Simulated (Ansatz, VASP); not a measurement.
**Na in VASP and in Ansatz**

Contents of INCAR:

```
SYSTEM = Na
PREC = Accurate
ENCUT = 520
EDIFF = 1E-6
ISMEAR = 0
SIGMA = 0.15
LREAL = .False.
LASPH = .True.
NELM = 100
ALGO = Normal
ISIF = 2
LWAVE = .False.
LCHARG = .False.
GGA = PS
NBANDS = 14
```

KPOINTS

```
Automatic mesh
0
Gamma
  12 12 8
  0 0 0
```

Contents of POSCAR:

```
Na
1.0
    3.9553510475      0.0000000000      0.0000000000
   -1.9776755237      3.4254344880      0.0000000000
    0.0000000000      0.0000000000      6.4617000000
Na
2
Direct
    0.3333333333      0.6666666667      0.2500000000
    0.6666666667      0.3333333333      0.7500000000
```

Input for Ansatz:

```yaml
crystal:
  lattice:
    - [3.9553510475, 0.0, 0.0]
    - [-1.9776755237, 3.425434488, 0.0]
    - [0.0, 0.0, 6.4617]
  atoms:
    - { symbol: Na, position: [0.3333333333, 0.6666666667, 0.25] }
    - { symbol: Na, position: [0.6666666667, 0.3333333333, 0.75] }
basis:
  ecutwfc: 420
kpoints:
  mp_grid: { grid: [12, 12, 8] }
hamiltonian:
  xc: pbesol
scf:
  occupations: { method: gaussian, width: 0.15 }
output:
  forces: true
  stress: true
  eigenvalues: true
```

Change from the starting cell: strain +0.050 along x and y, +0.050 along z, atoms carried along.

Alike in both runs: task single point; functional PBEsol; k mesh 12 × 12 × 8; occupations gaussian, width 0.15 eV; no spin polarisation.

```csv
,VASP,Ansatz
version,VASP 6.6.1,Ansatz 0.2.0
potentials or method,"VASP PAW PBE potentials, release 64 (Na_pv), cutoff 520 eV","scalar-relativistic, plane waves, PAW"
valence electrons in the cell,14,18
```

|  | VASP | Ansatz | Ansatz less VASP |
| --- | --- | --- | --- |
| gap on the k mesh at the Fermi level (eV) | none | none | - |
| pressure (GPa) | -1.0 | -1.0 | +0.01 |
| traceless stress, the component that is largest in VASP (GPa) | -0.06 | -0.06 | -0.001 |

VASP's potentials were made for PBE, not for PBEsol. A gap of «none» marks a metal or a gap that the smearing closes. VASP's potentials hold 14 valence electrons a cell and Ansatz's 18, so a difference there can come from the potentials and not from the codes.
